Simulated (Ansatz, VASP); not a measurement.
## In in VASP and in Ansatz

```xyz
1
Lattice="-1.7642 1.7642 1.7642 1.7642 -1.7642 1.7642 1.7642 1.7642 -1.7642" Properties=species:S:1:pos:R:3 pbc="T T T"
In    0.0000    0.0000    0.0000
```

Change from the starting cell: volume scaled by 0.85, LAPW.

Alike in both runs: task single point; functional PBEsol; k mesh 16 × 16 × 16; occupations fermi-dirac, width 0.1 eV; no spin polarisation.

|  | VASP | Ansatz |
| --- | --- | --- |
| version | VASP 6.6.1 | Ansatz 0.2.0 |
| potentials or method | VASP PAW PBE potentials, release 64 (In_d), cutoff 520 eV | all-electron LAPW, scalar-relativistic |

|  | VASP | Ansatz | Ansatz less VASP |
| --- | --- | --- | --- |
| pressure (GPa) | 10.8 | 10.8 | +0.05 |

VASP's potentials were made for PBE, not for PBEsol. Ansatz ran all-electron here, and VASP with PAW potentials.
